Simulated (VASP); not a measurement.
# LiF: single point with PBE

The system is LiF.

```
CELL_PARAMETERS angstrom
0.00000 1.95004 1.95004
1.95004 0.00000 1.95004
1.95004 1.95004 0.00000
ATOMIC_POSITIONS crystal
Li 0.00000 0.00000 0.00000
F 0.50000 0.50000 0.50000
```

| Property | Result |
| --- | --- |
| Program | VASP 6.6.1 |
| Task | single point |
| Functional | PBE |
| Potentials or basis | VASP PAW PBE potentials, release 64 (Li_sv, F) |
| Cutoff | 750 eV |
| k mesh | 3 × 3 × 3 |
| Occupations | gaussian, width 0.01 eV |
| Spin | no spin polarisation |

```
Pressure               : 10.9 GPa
Band gap on the k mesh : 9.98 eV, direct
```

Levels at points of the mesh, in eV from the valence-band top:
```csv
k point,band 3,band 4,band 5,band 6,band 7,band 8
"(0.00, 0.00, 0.00)",0.00,0.00,0.00,9.98,25.25,25.25
```

Wall time 5.3 s on 1 thread of Intel Xeon 8259CL (shared host), peak memory 0.14 GiB.

Caveat: the k points lie up to 0.93 Å⁻¹ apart. Expect the measured gap to be larger: semilocal functionals such as PBE lack the derivative discontinuity.
